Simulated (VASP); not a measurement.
# LaBi2ClO4 (P4/mmm) in VASP: single point with LDA

Aim: the single point of LaBi2ClO4 with LDA.

All numbers are computed with VASP 6.6.1; they aren't measurements. Logs are shortened: lines on timing, memory, paths and dates and some standing lists are left out, and cuts for length are marked.

**1. The cell of the first run**

Symmetry: P4/mmm, No. 123, tetragonal system. Conventional cell: a = 3.898 Å, b = 3.898 Å, c = 8.872 Å, α = 90.00°, β = 90.00°, γ = 90.00°. La (site symmetry 4/mmm) has 8 O at 2.46 Å within 3.2 Å. Within 2.9 Å of Bi (site symmetry 4mm) lie 4 O at 2.22 Å. Within 4.5 Å of Cl (site symmetry 4/mmm) lie 8 Bi at 3.33 Å and 8 O at 3.53 Å and 4 Cl at 3.90 Å and 2 La at 4.44 Å. O (site symmetry 2mm) has 2 Bi at 2.22 Å and 2 La at 2.46 Å and 5 O at 2.76 to 2.99 Å within 3.0 Å.

**2. Single point, LDA**

INCAR

```
SYSTEM = LaBi2ClO4
ALGO = Fast
EDIFF = 1E-6
ENCUT = 520
ISIF = 2
ISMEAR = 0
LASPH = .True.
LCHARG = .False.
LREAL = .False.
LWAVE = .False.
NBANDS = 46
NELM = 100
PREC = Accurate
SIGMA = 0.02
```

KPOINTS

```
k-points
0
Gamma
  8 8 4
  0 0 0
```

POSCAR

```
LaBi2ClO4
1.0
    3.8981460239      0.0000000000      0.0000000000
    0.0000000000      3.8981460239      0.0000000000
    0.0000000000      0.0000000000      8.8720944393
La Bi Cl O
1 2 1 4
Direct
    0.0000000000      0.0000000000      0.0000000000
    0.5000000000      0.5000000000      0.2891266248
    0.5000000000      0.5000000000      0.7108733752
    0.0000000000      0.0000000000      0.5000000000
    0.0000000000      0.5000000000      0.1683285939
    0.0000000000      0.5000000000      0.8316714061
    0.5000000000      0.0000000000      0.1683285939
    0.5000000000      0.0000000000      0.8316714061
```

Potentials or basis: VASP PAW LDA potentials, release 64 (La, Bi_d, Cl, O).

Command:

```console
cat potpaw_LDA.64/La/POTCAR potpaw_LDA.64/Bi_d/POTCAR potpaw_LDA.64/Cl/POTCAR potpaw_LDA.64/O/POTCAR > POTCAR
mpirun -np 1 vasp_std > vasp.out
```

OUTCAR:

```text
SYSTEM = LaBi2ClO4
   EDIFF = 1E-6
   ENCUT = 520
   ISIF = 2
   ISMEAR = 0
   LASPH = .True.
   LREAL = .False.
   NELM = 100
   PREC = Accurate

 ion  position               nearest neighbor table
   1  0.000  0.000  0.000-   5 2.46   6 2.46   7 2.46   8 2.46   5 2.46   6 2.46   7 2.46   8 2.46
                             2 3.77   3 3.77   2 3.77   3 3.77   2 3.77   3 3.77   2 3.77   3 3.77
   2  0.500  0.500  0.289-   5 2.22   7 2.22   7 2.22   5 2.22   3 3.74   1 3.77   1 3.77   1 3.77
                             1 3.77
   3  0.500  0.500  0.711-   6 2.22   8 2.22   8 2.22   6 2.22   2 3.74   1 3.77   1 3.77   1 3.77
                             1 3.77
   4  0.000  0.000  0.500-
   5  0.000  0.500  0.168-   2 2.22   2 2.22   1 2.46   1 2.46
   6  0.000  0.500  0.832-   3 2.22   3 2.22   1 2.46   1 2.46
   7  0.500  0.000  0.168-   2 2.22   2 2.22   1 2.46   1 2.46
   8  0.500  0.000  0.832-   3 2.22   3 2.22   1 2.46   1 2.46

  LATTYP: Found a simple tetragonal cell.
 ALAT       =     3.8981460239
 C/A-ratio  =     2.2759779610

  Lattice vectors:

 A1 = (   3.8981460239,   0.0000000000,   0.0000000000)
 A2 = (   0.0000000000,   3.8981460239,   0.0000000000)
 A3 = (   0.0000000000,   0.0000000000,   8.8720944393)

Analysis of symmetry for initial positions (statically):
=====================================================================
 Subroutine PRICEL returns:
 Original cell was already a primitive cell.

 Routine SETGRP: Setting up the symmetry group for a
 simple tetragonal supercell.

 Subroutine GETGRP returns: Found 16 space group operations
 (whereof 16 operations were pure point group operations)
 out of a pool of 16 trial point group operations.

The static configuration has the point symmetry D_4h.

Analysis of symmetry for dynamics (positions and initial velocities):
=====================================================================
 Subroutine PRICEL returns:
 Original cell was already a primitive cell.

 Routine SETGRP: Setting up the symmetry group for a
 simple tetragonal supercell.

 Subroutine GETGRP returns: Found 16 space group operations
 (whereof 16 operations were pure point group operations)
 out of a pool of 16 trial point group operations.

The dynamic configuration has the point symmetry D_4h.

 Subroutine INISYM returns: Found 16 space group operations
 (whereof 16 operations are pure point group operations),
 and found     1 'primitive' translations

----------------------------------------------------------------------------------------

                                     Primitive cell

  volume of cell :     134.8163

  direct lattice vectors                    reciprocal lattice vectors
     3.898146024  0.000000000  0.000000000     0.256532206  0.000000000  0.000000000
     0.000000000  3.898146024  0.000000000     0.000000000  0.256532206  0.000000000
     0.000000000  0.000000000  8.872094439     0.000000000  0.000000000  0.112712957

  length of vectors
     3.898146024  3.898146024  8.872094439     0.256532206  0.256532206  0.112712957

  position of ions in fractional coordinates (direct lattice)
     0.000000000  0.000000000  0.000000000
     0.500000000  0.500000000  0.289126625
     0.500000000  0.500000000  0.710873375
     0.000000000  0.000000000  0.500000000
     0.000000000  0.500000000  0.168328594
     0.000000000  0.500000000  0.831671406
     0.500000000  0.000000000  0.168328594
     0.500000000  0.000000000  0.831671406

  ion indices of the primitive-cell ions
   primitive index   ion index
                 1           1
                 2           2
                 3           3
                 4           4
                 5           5
                 6           6
                 7           7
                 8           8

----------------------------------------------------------------------------------------

 KPOINTS: k-points

Automatic generation of k-mesh.
 Grid dimensions read from file:
 generate k-points for:    8    8    4

 Generating k-lattice:

  Cartesian coordinates                     Fractional coordinates (reciprocal lattice)
     0.032066526  0.000000000  0.000000000     0.125000000  0.000000000  0.000000000
     0.000000000  0.032066526  0.000000000     0.000000000  0.125000000  0.000000000
     0.000000000  0.000000000  0.028178239     0.000000000  0.000000000  0.250000000

  Length of vectors
     0.032066526  0.032066526  0.028178239

  Shift w.r.t. Gamma in fractional coordinates (k-lattice)
     0.000000000  0.000000000  0.000000000

 Subroutine IBZKPT returns following result:
 ===========================================

 Found     45 irreducible k-points:

 Following reciprocal coordinates:
            Coordinates               Weight
  0.000000  0.000000  0.000000      1.000000
  0.125000  0.000000  0.000000      4.000000
  0.250000  0.000000  0.000000      4.000000
  0.375000  0.000000  0.000000      4.000000
  0.500000  0.000000  0.000000      2.000000
  0.125000  0.125000  0.000000      4.000000
[... 16 lines left out ...]
  0.375000  0.125000  0.250000     16.000000
  0.500000  0.125000  0.250000      8.000000
 [... further k-points ...]
   k-points           NKPTS =     45   k-points in BZ     NKDIM =     45   number of bands    NBANDS=     46
   number of dos      NEDOS =    301   number of ions     NIONS =      8
   total plane-waves  NPLWV =  63000
   dimension x,y,z NGX =    30 NGY =   30 NGZ =   70
   dimension x,y,z NGXF=    60 NGYF=   60 NGZF=  140
   ions per type =               1   2   1   4
   NGX,Y,Z   is equivalent  to a cutoff of  12.79, 12.79, 13.12 a.u.
   NGXF,Y,Z  is equivalent  to a cutoff of  25.59, 25.59, 26.23 a.u.
 SYSTEM =  LaBi2ClO4
   PREC   = accura    normal or accurate (medium, high low for compatibility)
   ISTART =      0    job   : 0-new  1-cont  2-samecut
   ICHARG =      2    charge: 1-file 2-atom 10-const
   ISPIN  =      1    spin polarized calculation?
   LNONCOLLINEAR =      F non collinear calculations
   LSORBIT =      F    spin-orbit coupling
   LASPH  =      T    aspherical Exc in radial PAW
   ENCUT  =  520.0 eV  38.22 Ry    6.18 a.u.   7.25  7.25 16.50*2*pi/ulx,y,z
   NELM   =    100;   NELMIN=  2; NELMDL= -5     # of ELM steps
   EDIFF  = 0.1E-05   stopping-criterion for ELM
   LREAL  =      F    real-space projection
   EDIFFG = 0.1E-04   stopping-criterion for IOM
   NSW    =      0    number of steps for IOM
   IBRION =     -1    ionic relax: 0-MD 1-quasi-New 2-CG
   NFREE  =      0    steps in history (QN), initial steepest desc. (CG)
   ISIF   =      2    stress and relaxation
   ISYM   =      2    0-nonsym 1-usesym 2-fastsym
   POTIM  = 0.5000    time-step for ionic-motion
   TEBEG  =    0.0;   TEEND  =   0.0 temperature during run
   PSTRESS=    0.0 pullay stress
   NELECT =      72.0000    total number of electrons
   NUPDOWN=      -1.0000    fix difference up-down
   EMIN   =  10.00;   EMAX   =-10.00  energy-range for DOS
   EFERMI =   0.00;   METHOD = LEGACY
   ISMEAR =     0;   SIGMA  =   0.02  broadening in eV -4-tet -1-fermi 0-gaus
   EFERMI_NEDOS =   21; number of points for ismear=-14 and -15
   IALGO  =     68    algorithm
   IMIX   =      4    mixing-type and parameters
     AMIX     =   0.40;   BMIX     =  1.00
     AMIX_MAG =   1.60;   BMIX_MAG =  1.00
  volume/ion in A,a.u.               =      16.85       113.72
  Fermi-wavevector in a.u.,A,eV,Ry     =   1.328225  2.509981 24.003137  1.764181
  Thomas-Fermi vector in A             =   2.457478
   LORBIT       =      0    0 simple, 1 ext, 2 COOP (PROOUT), +10 PAW based schemes
   GGA     = CA    functional components
   LHFCALC =     F    Hartree Fock is set to
   AEXX    =    0.0000 exact exchange contribution
   IVDW    =     0    specifies the selected vdW correction
   LEPSILON=     F    determine dielectric tensor
   LRPA    =     F    only Hartree local field effects (RPA)
 non-spin polarized calculation
 RMM-DIIS sequential band-by-band and
 Gauss-broadening in eV      SIGMA  =   0.02
  energy-cutoff  :      520.00
  volume of cell :      134.82
 maximum number of plane-waves:      3684
 NGX is ok and might be reduce to    30
   NGX = 15   NGY = 15   NGZ = 33

 number of electron      71.9999989 magnetization

 Free energy of the ion-electron system (eV)
  ---------------------------------------------------
  ext. energy  EPLUGINS =         0.00000000
  ---------------------------------------------------
  free energy    TOTEN  =       -56.32732906 eV

  energy without entropy =      -56.32732906  energy(sigma->0) =      -56.32732906

 E-fermi :   5.5170     XC(G=0): -10.9339

 val. band max:        5.4064673695   @ k =   0.5000   0.0000   0.5000
 cond. band min:       6.5147012484   @ k =   0.0000   0.0000   0.0000
 fundamental gap:      1.1082338789
 Fermi energy:         5.5170114463

 k-point     1 :       0.0000    0.0000    0.0000
  band No.  band energies     occupation
      1     -23.7412      2.00000
      2     -16.4328      2.00000
      3     -16.4293      2.00000
      4     -16.3006      2.00000
      5     -16.2710      2.00000
      6     -16.2710      2.00000
[... 38 lines left out ...]
     45      11.4627      0.00000
     46      11.6482      0.00000

 k-point     2 :       0.1250    0.0000    0.0000
  band No.  band energies     occupation
      1     -23.7288      2.00000
      2     -16.4242      2.00000
      3     -16.4199      2.00000
      4     -16.3033      2.00000
      5     -16.2813      2.00000
      6     -16.2728      2.00000
[... 38 lines left out ...]
     45      11.5963      0.00000
     46      11.6557      0.00000

 k-point     3 :       0.2500    0.0000    0.0000
  band No.  band energies     occupation
      1     -23.6987      2.00000
      2     -16.4055      2.00000
      3     -16.3998      2.00000
      4     -16.3190      2.00000
      5     -16.3087      2.00000
      6     -16.2693      2.00000
[... 38 lines left out ...]
     45      11.4545      0.00000
     46      11.6887      0.00000

 k-point     4 :       0.3750    0.0000    0.0000
  band No.  band energies     occupation
      1     -23.6682      2.00000
      2     -16.3887      2.00000
      3     -16.3848      2.00000
      4     -16.3406      2.00000
      5     -16.3324      2.00000
      6     -16.2681      2.00000
[... 920 lines left out ...]
     45      11.6880      0.00000
     46      11.7985      0.00000

 k-point    23 :       0.3750    0.1250    0.2500
  band No.  band energies     occupation
      1     -23.6561      2.00000
      2     -16.3886      2.00000
      3     -16.3804      2.00000
      4     -16.3426      2.00000
      5     -16.3318      2.00000
      6     -16.2709      2.00000
[... 38 lines left out ...]
     45      11.5876      0.00000
     46      11.7259      0.00000

 k-point    24 :       0.5000    0.1250    0.2500
  band No.  band energies     occupation
      1     -23.6433      2.00000
      2     -16.3883      2.00000
      3     -16.3738      2.00000
      4     -16.3497      2.00000
      5     -16.3406      2.00000
      6     -16.2703      2.00000
[... 38 lines left out ...]
     45      11.4764      0.00000
     46      11.9035      0.00000

 [... further k-points ...]

------------------------ aborting loop because EDIFF is reached ----------------------------------------

  FORCE on cell =-STRESS in cart. coord.  units (eV):
  Direction    XX          YY          ZZ          XY          YZ          ZX
  --------------------------------------------------------------------------------------
  -------------------------------------------------------------------------------------
  Total        0.2060795      0.2060795      0.1278597      0.0000000     -0.0000000      0.0000000
  in kB        2.4490805      2.4490805      1.5195037      0.0000000     -0.0000000      0.0000000
  external PRESSURE =       2.1392216 kB  Pullay stress =       0.0000000 kB

 VOLUME and BASIS-vectors are now :
 -----------------------------------------------------------------------------
  energy-cutoff  :      520.00
  volume of cell :      134.82
      direct lattice vectors                 reciprocal lattice vectors
     3.898146024  0.000000000  0.000000000     0.256532206  0.000000000  0.000000000
     0.000000000  3.898146024  0.000000000     0.000000000  0.256532206  0.000000000
     0.000000000  0.000000000  8.872094439     0.000000000  0.000000000  0.112712957

 POSITION                                       TOTAL-FORCE (eV/Angst)
 -----------------------------------------------------------------------------------
      0.00000      0.00000      0.00000         0.000000     -0.000000      0.000000
      1.94907      1.94907      2.56516         0.000000      0.000000      0.095545
      1.94907      1.94907      6.30694        -0.000000      0.000000     -0.095545
      0.00000      0.00000      4.43605         0.000000     -0.000000      0.000000
      0.00000      1.94907      1.49343        -0.000000     -0.000000     -0.039181
      0.00000      1.94907      7.37867         0.000000     -0.000000      0.039181
      1.94907      0.00000      1.49343        -0.000000     -0.000000     -0.039181
      1.94907      0.00000      7.37867         0.000000     -0.000000      0.039181
 -----------------------------------------------------------------------------------
    total drift:                                0.000000      0.000000      0.000000

  FREE ENERGIE OF THE ION-ELECTRON SYSTEM (eV)
  ---------------------------------------------------
  free  energy   TOTEN  =       -56.3273290644 eV

  energy  without entropy=      -56.3273290644  energy(sigma->0) =      -56.32732906
```

Run time: 22 min. Hardware: 1 thread of Intel Xeon Platinum 8488C (Sapphire Rapids), shared host; peak memory 0.41 GiB.

Results:

* Free energy: -56.3273 eV
* Pressure: 0.2 GPa
* Largest force: 0.096 eV/Å
* Band gap on the k mesh: 1.11 eV (least direct gap 1.50 eV)

Forces in eV/Å, atoms in the order of the input:
```
La   0.000  0.000  0.000
Bi   0.000  0.000  0.096
Bi   0.000  0.000 -0.096
Cl   0.000  0.000  0.000
O    0.000  0.000 -0.039
O    0.000  0.000  0.039
O    0.000  0.000 -0.039
O    0.000  0.000  0.039
```

Levels at points of the mesh, in eV from the valence-band top:
| k point | band 33 | band 34 | band 35 | band 36 | band 37 | band 38 | band 39 | band 40 |
| --- | --- | --- | --- | --- | --- | --- | --- | --- |
| (0.00, 0.00, 0.00) | -1.10 | -0.46 | -0.46 | -0.39 | 1.11 | 4.03 | 5.59 | 5.66 |
| (0.50, 0.00, 0.00) | -0.82 | -0.57 | -0.22 | -0.20 | 3.30 | 4.47 | 5.06 | 5.34 |
| (0.50, 0.50, 0.00) | -0.74 | -0.66 | -0.46 | -0.26 | 3.73 | 4.22 | 4.22 | 5.55 |
| (0.00, 0.00, 0.50) | -1.11 | -0.68 | -0.48 | -0.48 | 1.51 | 3.47 | 5.59 | 5.69 |
| (0.50, 0.00, 0.50) | -0.89 | -0.58 | -0.39 | 0.00 | 3.86 | 4.86 | 4.93 | 5.62 |
| (0.50, 0.50, 0.50) | -0.74 | -0.66 | -0.46 | -0.26 | 4.29 | 4.29 | 4.57 | 5.59 |

Caveat: spin-orbit coupling is left out, which moves the levels of the heavy elements. A k mesh can miss the band edges.
